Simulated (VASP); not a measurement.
Rh: single point with LDA

The system is Rh.

```
Rh
1.0
     0.00000    1.90155    1.99663
     1.90155    0.00000    1.99663
     1.90155    1.90155    0.00000
Rh
1
Cartesian
  0.0000 0.0000 0.0000
```

This cell differs from its parent crystal: strain +0.000 along x and y, +0.050 along z.

* Program: VASP 6.6.1
* Task: single point
* Functional: LDA
* Potentials or basis: VASP PAW LDA potentials, release 64 (Rh_pv)
* Cutoff: 520 eV
* k mesh: 22 × 22 × 22
* Occupations: gaussian, width 0.15 eV
* Spin: no spin polarisation

The pressure is -21.1 GPa.

Stress tensor (GPa, compression positive):
```
-17.54   0.00   0.00
  0.00 -17.54   0.00
  0.00   0.00 -28.08
```

Levels at points of the mesh, in eV from the Fermi level:
| k point | band 4 | band 5 | band 6 | band 7 | band 8 | band 9 | band 10 | band 11 |
| --- | --- | --- | --- | --- | --- | --- | --- | --- |
| (0.00, 0.00, 0.00) | -7.66 | -3.21 | -2.69 | -2.69 | -1.23 | -0.61 | 16.03 | 20.24 |
| (0.50, 0.00, 0.00) | -5.76 | -3.18 | -2.67 | 0.42 | 0.65 | 0.77 | 8.12 | 15.42 |
| (0.50, 0.50, 0.00) | -5.88 | -5.54 | 0.56 | 0.88 | 0.88 | 2.51 | 10.76 | 13.52 |
| (0.50, 0.00, 0.50) | -5.89 | -5.54 | 0.49 | 0.69 | 1.15 | 3.49 | 12.08 | 12.44 |

It took 110 s on 1 thread of Intel(R) Xeon(R) Platinum 8259CL CPU @ 2.50GHz (Skylake/Cascade Lake), on a shared host, peak memory 0.25 GiB.

Caveat: the cell differs from its parent crystal (strain +0.000 along x and y, +0.050 along z).
